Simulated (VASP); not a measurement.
# LaHg (Pm-3m) in VASP: further runs

Runs on LaHg. Level: LDA. Tasks: electric field gradients.

Everything below comes from runs of VASP 6.6.1. Logs are shortened: lines on timing, memory, paths and dates and some standing lists are left out, and cuts for length are marked.

### 1 The cell of the first run

It takes space group Pm-3m (No. 221, cubic). Conventional cell: a = 3.811 Å, b = 3.811 Å, c = 3.811 Å, α = 90.00°, β = 90.00°, γ = 90.00°. La (site symmetry m-3m) has 8 Hg at 3.30 Å and 6 La at 3.81 Å within 4.3 Å. Within 4.3 Å of Hg (site symmetry m-3m) lie 8 La at 3.30 Å and 6 Hg at 3.81 Å.

### 2 Electric field gradients, LDA (27.68 Å³/atom)

INCAR

```
PREC = Accurate
ENCUT = 520
EDIFF = 1E-8
ISMEAR = -1
SIGMA = 0.08
LREAL = False
LASPH = True
NELM = 60
ALGO = Normal
ISIF = 2
LWAVE = False
LCHARG = False
GGA = CA
LEFG = True
NBANDS = 18
```

KPOINTS

```
Automatic mesh
0
Gamma
  11 11 11
```

POSCAR

```
LaHg
1.0
    3.8112475462      0.0000000000      0.0000000000
    0.0000000000      3.8112475462      0.0000000000
    0.0000000000      0.0000000000      3.8112475462
La Hg
1 1
Direct
    0.5000000000      0.5000000000      0.5000000000
    0.0000000000      0.0000000000      0.0000000000
```

Potentials or basis: VASP PAW LDA potentials, release 64 (La, Hg).

Command:

```
> cat potpaw_LDA.64/La/POTCAR potpaw_LDA.64/Hg/POTCAR > POTCAR
> mpirun -np 1 vasp_std > vasp.out
```

OUTCAR:

```text
PREC = Accurate
   ENCUT = 520
   EDIFF = 1E-8
   ISMEAR = -1
   LREAL = False
   LASPH = True
   NELM = 60
   ISIF = 2
   GGA = CA

 ion  position               nearest neighbor table
   1  0.500  0.500  0.500-   2 3.30   2 3.30   2 3.30   2 3.30   2 3.30   2 3.30   2 3.30   2 3.30

   2  0.000  0.000  0.000-   1 3.30   1 3.30   1 3.30   1 3.30   1 3.30   1 3.30   1 3.30   1 3.30

  LATTYP: Found a simple cubic cell.
 ALAT       =     3.8112475462

  Lattice vectors:

 A1 = (   3.8112475462,   0.0000000000,   0.0000000000)
 A2 = (   0.0000000000,   3.8112475462,   0.0000000000)
 A3 = (   0.0000000000,   0.0000000000,   3.8112475462)

Analysis of symmetry for initial positions (statically):
=====================================================================
 Subroutine PRICEL returns:
 Original cell was already a primitive cell.

 Routine SETGRP: Setting up the symmetry group for a
 simple cubic supercell.

 Subroutine GETGRP returns: Found 48 space group operations
 (whereof 48 operations were pure point group operations)
 out of a pool of 48 trial point group operations.

The static configuration has the point symmetry O_h .

Analysis of symmetry for dynamics (positions and initial velocities):
=====================================================================
 Subroutine PRICEL returns:
 Original cell was already a primitive cell.

 Routine SETGRP: Setting up the symmetry group for a
 simple cubic supercell.

 Subroutine GETGRP returns: Found 48 space group operations
 (whereof 48 operations were pure point group operations)
 out of a pool of 48 trial point group operations.

The dynamic configuration has the point symmetry O_h .

 Subroutine INISYM returns: Found 48 space group operations
 (whereof 48 operations are pure point group operations),
 and found     1 'primitive' translations

----------------------------------------------------------------------------------------

                                     Primitive cell

  volume of cell :      55.3607

  direct lattice vectors                    reciprocal lattice vectors
     3.811247546  0.000000000  0.000000000     0.262381277  0.000000000  0.000000000
     0.000000000  3.811247546  0.000000000     0.000000000  0.262381277  0.000000000
     0.000000000  0.000000000  3.811247546     0.000000000  0.000000000  0.262381277

  length of vectors
     3.811247546  3.811247546  3.811247546     0.262381277  0.262381277  0.262381277

  position of ions in fractional coordinates (direct lattice)
     0.500000000  0.500000000  0.500000000
     0.000000000  0.000000000  0.000000000

  ion indices of the primitive-cell ions
   primitive index   ion index
                 1           1
                 2           2

----------------------------------------------------------------------------------------

 KPOINTS: Automatic mesh

Automatic generation of k-mesh.
 Grid dimensions read from file:
 generate k-points for:   11   11   11

 Generating k-lattice:

  Cartesian coordinates                     Fractional coordinates (reciprocal lattice)
     0.023852843  0.000000000  0.000000000     0.090909091  0.000000000  0.000000000
     0.000000000  0.023852843  0.000000000     0.000000000  0.090909091  0.000000000
     0.000000000  0.000000000  0.023852843     0.000000000  0.000000000  0.090909091

  Length of vectors
     0.023852843  0.023852843  0.023852843

  Shift w.r.t. Gamma in fractional coordinates (k-lattice)
     0.000000000  0.000000000  0.000000000

 Subroutine IBZKPT returns following result:
 ===========================================

 Found     56 irreducible k-points:

 Following reciprocal coordinates:
            Coordinates               Weight
  0.000000  0.000000  0.000000      1.000000
  0.090909  0.000000  0.000000      6.000000
  0.181818  0.000000  0.000000      6.000000
  0.272727  0.000000  0.000000      6.000000
  0.363636  0.000000  0.000000      6.000000
  0.454545  0.000000  0.000000      6.000000
[... 16 lines left out ...]
  0.181818  0.090909  0.090909     24.000000
  0.272727  0.090909  0.090909     24.000000
 [... further k-points ...]
   k-points           NKPTS =     56   k-points in BZ     NKDIM =     56   number of bands    NBANDS=     18
   number of dos      NEDOS =    301   number of ions     NIONS =      2
   total plane-waves  NPLWV =  21952
   dimension x,y,z NGX =    28 NGY =   28 NGZ =   28
   dimension x,y,z NGXF=    56 NGYF=   56 NGZF=   56
   ions per type =               1   1
   NGX,Y,Z   is equivalent  to a cutoff of  12.21, 12.21, 12.21 a.u.
   NGXF,Y,Z  is equivalent  to a cutoff of  24.43, 24.43, 24.43 a.u.
 SYSTEM =  unknown system
   PREC   = accura    normal or accurate (medium, high low for compatibility)
   ISTART =      0    job   : 0-new  1-cont  2-samecut
   ICHARG =      2    charge: 1-file 2-atom 10-const
   ISPIN  =      1    spin polarized calculation?
   LNONCOLLINEAR =      F non collinear calculations
   LSORBIT =      F    spin-orbit coupling
   LASPH  =      T    aspherical Exc in radial PAW
   ENCUT  =  520.0 eV  38.22 Ry    6.18 a.u.   7.09  7.09  7.09*2*pi/ulx,y,z
   NELM   =     60;   NELMIN=  2; NELMDL= -5     # of ELM steps
   EDIFF  = 0.1E-07   stopping-criterion for ELM
   LREAL  =      F    real-space projection
   EDIFFG = 0.1E-06   stopping-criterion for IOM
   NSW    =      0    number of steps for IOM
   IBRION =     -1    ionic relax: 0-MD 1-quasi-New 2-CG
   NFREE  =      0    steps in history (QN), initial steepest desc. (CG)
   ISIF   =      2    stress and relaxation
   ISYM   =      2    0-nonsym 1-usesym 2-fastsym
   POTIM  = 0.5000    time-step for ionic-motion
   TEBEG  =    0.0;   TEEND  =   0.0 temperature during run
   PSTRESS=    0.0 pullay stress
   NELECT =      23.0000    total number of electrons
   NUPDOWN=      -1.0000    fix difference up-down
   EMIN   =  10.00;   EMAX   =-10.00  energy-range for DOS
   EFERMI =   0.00;   METHOD = LEGACY
   ISMEAR =    -1;   SIGMA  =   0.08  broadening in eV -4-tet -1-fermi 0-gaus
   EFERMI_NEDOS =   21; number of points for ismear=-14 and -15
   IALGO  =     38    algorithm
   IMIX   =      4    mixing-type and parameters
     AMIX     =   0.40;   BMIX     =  1.00
     AMIX_MAG =   1.60;   BMIX_MAG =  1.00
  volume/ion in A,a.u.               =      27.68       186.80
  Fermi-wavevector in a.u.,A,eV,Ry     =   1.221566  2.308425 20.302935  1.492224
  Thomas-Fermi vector in A             =   2.356744
   LORBIT       =      0    0 simple, 1 ext, 2 COOP (PROOUT), +10 PAW based schemes
   GGA     = CA    functional components
   LHFCALC =     F    Hartree Fock is set to
   AEXX    =    0.0000 exact exchange contribution
   IVDW    =     0    specifies the selected vdW correction
   LEPSILON=     F    determine dielectric tensor
   LRPA    =     F    only Hartree local field effects (RPA)
 non-spin polarized calculation
  energy-cutoff  :      520.00
  volume of cell :       55.36
 maximum number of plane-waves:      1503
   NGX = 15   NGY = 15   NGZ = 15

 number of electron      23.0000000 magnetization

 Free energy of the ion-electron system (eV)
  ---------------------------------------------------
  ext. energy  EPLUGINS =         0.00000000
  ---------------------------------------------------
  free energy    TOTEN  =        -7.69780439 eV

  energy without entropy =       -7.64124565  energy(sigma->0) =       -7.66952502

 E-fermi :   6.8090     XC(G=0): -10.7485

 val. band max:        6.8032026744   @ k =   0.4545   0.3636   0.3636
 cond. band min:       6.8102914573   @ k =   0.1818   0.0909   0.0909
 fundamental gap:      0.0070887829
 Fermi energy:         6.8089933809

 k-point     1 :       0.0000    0.0000    0.0000
  band No.  band energies     occupation
      1     -26.0788      2.00000
      2      -9.5347      2.00000
      3      -9.5347      2.00000
      4      -9.5347      2.00000
      5      -0.9260      2.00000
      6      -0.9260      2.00000
[... 10 lines left out ...]
     17       8.3337      0.00000
     18       8.3339      0.00000

 k-point     2 :       0.0909    0.0000    0.0000
  band No.  band energies     occupation
      1     -26.0740      2.00000
      2      -9.6043      2.00000
      3      -9.5311      2.00000
      4      -9.5311      2.00000
      5      -0.9160      2.00000
      6      -0.8822      2.00000
[... 10 lines left out ...]
     17       8.3436      0.00000
     18       8.3441      0.00000
[... 442 lines left out ...]
 k-point    24 :       0.2727    0.0909    0.0909
  band No.  band energies     occupation
      1     -26.0355      2.00000
      2      -9.9886      2.00000
      3      -9.5665      2.00000
      4      -9.5604      2.00000
      5      -0.7997      2.00000
      6      -0.5976      2.00000
[... 10 lines left out ...]
     17       8.4238      0.00000
     18       8.4458      0.00000

 [... further k-points ...]

------------------------ aborting loop because EDIFF is reached ----------------------------------------

  FORCE on cell =-STRESS in cart. coord.  units (eV):
  Direction    XX          YY          ZZ          XY          YZ          ZX
  --------------------------------------------------------------------------------------
  -------------------------------------------------------------------------------------
  Total       -0.1888905     -0.1888905     -0.1888905      0.0000000      0.0000000      0.0000000
  in kB       -5.4666229     -5.4666229     -5.4666229      0.0000000      0.0000000      0.0000000
  external PRESSURE =      -5.4666229 kB  Pullay stress =       0.0000000 kB

 VOLUME and BASIS-vectors are now :
 -----------------------------------------------------------------------------
  energy-cutoff  :      520.00
  volume of cell :       55.36
      direct lattice vectors                 reciprocal lattice vectors
     3.811247546  0.000000000  0.000000000     0.262381277  0.000000000  0.000000000
     0.000000000  3.811247546  0.000000000     0.000000000  0.262381277  0.000000000
     0.000000000  0.000000000  3.811247546     0.000000000  0.000000000  0.262381277

 POSITION                                       TOTAL-FORCE (eV/Angst)
 -----------------------------------------------------------------------------------
      1.90562      1.90562      1.90562         0.000000      0.000000      0.000000
      0.00000      0.00000      0.00000         0.000000      0.000000      0.000000
 -----------------------------------------------------------------------------------
    total drift:                               -0.000000      0.000000      0.000000

  FREE ENERGIE OF THE ION-ELECTRON SYSTEM (eV)
  ---------------------------------------------------
  free  energy   TOTEN  =        -7.6978043933 eV

  energy  without entropy=       -7.6412456533  energy(sigma->0) =       -7.66952502

 Electric field gradients (V/A^2)
---------------------------------------------------------------------
 ion       V_xx      V_yy      V_zz      V_xy      V_xz      V_yz
---------------------------------------------------------------------
   1      -0.000     0.000    -0.000    -0.000    -0.000    -0.000
   2      -0.000    -0.000     0.000     0.000     0.000    -0.000
---------------------------------------------------------------------

 Electric field gradients after diagonalization (V/A^2)
 (convention: |V_zz| > |V_xx| > |V_yy|)
----------------------------------------------------------------------
 ion       V_xx      V_yy      V_zz     asymmetry (V_yy - V_xx)/ V_zz
----------------------------------------------------------------------
   1      -0.000    -0.000     0.000       0.366
   2      -0.000     0.000    -0.000      -0.629
----------------------------------------------------------------------

           NMR quadrupolar parameters

 Cq : quadrupolar parameter    Cq=e*Q*V_zz/h
 eta: asymmetry parameters     (V_yy - V_xx)/ V_zz
 Q  : nuclear electric quadrupole moment in mb (millibarn)
----------------------------------------------------------------------
 ion       Cq(MHz)       eta       Q (mb)
----------------------------------------------------------------------
   1       0.000       0.366       1.000
   2      -0.000      -0.629       1.000
----------------------------------------------------------------------
```

It took 82 s on 1 thread of AMD EPYC 7R13, shared host; peak memory 0.2 GiB.

What came out:

```
Free energy                             : -7.6978 eV
Pressure                                : -0.5 GPa
Band gap on the k mesh                  : zero (an odd number of electrons rules out a gap without spin polarisation)
Largest electric field gradient by atom : under 0.05 V/Å² on every atom
```

Caveat: spin-orbit coupling is left out, which moves the levels of the heavy elements.

[end of part 1 of 2]
